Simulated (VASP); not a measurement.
## WCl4F2: single point with PBE

Crystal: WCl4F2.

```
W Cl F
1.0
    -3.54733    3.54733    3.96538
     3.54733   -3.54733    3.96538
     3.54733    3.54733   -3.96538
W Cl F
1 4 2
Direct
  0.00000 0.00000 0.00000
  0.77117 0.22883 0.00000
  0.77117 0.77117 0.54233
  0.22883 0.22883 0.45767
  0.22883 0.77117 0.00000
  0.76453 0.76453 0.00000
  0.23547 0.23547 0.00000
```

```yaml
Program: VASP 6.6.1
Task: single point
Functional: PBE
Potentials_or_basis: VASP PAW PBE potentials, release 64 (W_sv, Cl, F)
Cutoff: 520 eV
k_mesh: 6 × 6 × 6
Occupations: gaussian, width 0.02 eV
Spin: no spin polarisation
```

```
Pressure               : 0.7 GPa
Largest force          : 0.371 eV/Å
Band gap on the k mesh : 1.54 eV (least direct gap 1.60 eV)
```

Forces on the atoms (eV/Å):
```
W    0.000  0.000  0.000
Cl  -0.004  0.004  0.000
Cl   0.004  0.004  0.000
Cl  -0.004 -0.004  0.000
Cl   0.004 -0.004  0.000
F    0.000  0.000 -0.371
F    0.000  0.000  0.371
```

Stress tensor (GPa, compression positive):
```
0.29 0.00 0.00
0.00 0.29 0.00
0.00 0.00 1.39
```

Levels at points of the mesh, in eV from the valence-band top:
| k point | band 26 | band 27 | band 28 | band 29 | band 30 | band 31 |
| --- | --- | --- | --- | --- | --- | --- |
| (0.00, 0.00, 0.00) | -0.66 | -0.54 | 0.00 | 1.61 | 2.14 | 2.14 |
| (0.50, 0.00, 0.00) | -0.89 | -0.60 | -0.26 | 1.78 | 2.28 | 2.35 |
| (0.50, 0.50, 0.00) | -0.96 | -0.72 | -0.49 | 2.03 | 2.14 | 2.54 |
| (0.50, 0.50, 0.50) | -0.62 | -0.62 | -0.06 | 1.54 | 2.54 | 2.54 |

It took 120 s on 1 thread of Intel(R) Xeon(R) 6975P-C (Granite Rapids), on a shared host, peak memory 0.43 GiB.

Caveat: spin-orbit coupling is left out, which moves the levels of the heavy elements. A k mesh can miss the band edges.
